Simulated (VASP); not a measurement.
Write the native input for VASP 6.6.1 that does the following.

```yaml
Task: single point
Functional: PBEsol
Potentials_or_basis: VASP PAW PBE potentials, release 64 (Sb)
Cutoff: 520 eV
k_mesh: 7 × 7 × 7
Occupations: fermi-dirac, width 0.05 eV
Spin: no spin polarisation
Dipole_correction: no
Further_INCAR_settings: ALGO = Normal; EDIFF = 1e-06; NBANDS = 8
```

The structure of Sb lies in POSCAR:

```
Sb
1.0
    3.2118124875      0.0000000000      0.0000000000
    0.0000000000      3.2118124875      0.0000000000
    0.0000000000      0.0000000000      3.2118124875
Sb
1
Direct
    0.0000000000      0.0000000000      0.0000000000
```

The input as run:

INCAR

```
SYSTEM = Sb
PREC = Accurate
ENCUT = 520
EDIFF = 1E-6
ISMEAR = -1
SIGMA = 0.05
LREAL = .FALSE.
LASPH = .TRUE.
NELM = 60
ALGO = Normal
ISIF = 2
LWAVE = .FALSE.
LCHARG = .FALSE.
GGA = PS
NBANDS = 8
```

KPOINTS

```
Automatic mesh
0
G
  7 7 7
  0 0 0
```

Potentials or basis: VASP PAW PBE potentials, release 64 (Sb).

The run is started by

```bash
$ cat potpaw_PBE.64/Sb/POTCAR > POTCAR
$ mpirun -np 1 vasp_std > vasp.out
```

Results of the run:

- Pressure: -6.5 GPa

Caveat: the PAW data sets were made with another functional, which shifts forces and pressure a little.

It took 1.9 s on 1 thread of Intel(R) Xeon(R) Platinum 8481C CPU @ 2.70GHz (Sapphire Rapids) (shared host), peak memory 0.13 GiB.
